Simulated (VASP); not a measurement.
Here is a VASP 6.6.1 calculation.

The input INCAR:

```
SYSTEM = CdSe
PREC     = Accurate       ! precision mode
ENCUT    = 520            ! plane-wave cutoff, eV
EDIFF    = 1E-7           ! SCF threshold, eV
ISMEAR   = 0              ! smearing method
SIGMA    = 0.01           ! smearing width, eV
LREAL    = .FALSE.        ! projectors in reciprocal space
LASPH    = .TRUE.         ! aspherical terms in the spheres
NELM     = 100            ! most SCF steps
ALGO     = Normal         ! electronic algorithm
ISIF     = 2              ! what is computed and relaxed
LWAVE    = .FALSE.        ! write WAVECAR
LCHARG   = .FALSE.        ! write CHGCAR
GGA      = PE             ! functional
NBANDS   = 26             ! bands
```

KPOINTS

```
Automatic mesh
0
G
  6 6 4
  0 0 0
```

POSCAR

```
CdSe
1.0
    4.6022437423      0.0000000000      0.0000000000
   -2.3011218711      3.9856599953      0.0000000000
    0.0000000000      0.0000000000      6.0016225389
Cd Se
2 2
Direct
    0.3333333333      0.6666666667      0.2500000000
    0.6666666667      0.3333333333      0.7500000000
    0.6666666667      0.3333333333      0.2500000000
    0.3333333333      0.6666666667      0.7500000000
```

Potentials or basis: VASP PAW PBE potentials, release 64 (Cd, Se).

The run is started by

```console
$ cat potpaw_PBE.64/Cd/POTCAR potpaw_PBE.64/Se/POTCAR > POTCAR
$ mpirun -np 1 vasp_std > vasp.out
```

(1) What does it give for the pressure?

(2) What does it give for the band gap on the k mesh?

Results:

(1) 1.8 GPa.

(2) 0.23 eV, indirect (least direct gap 0.43 eV).
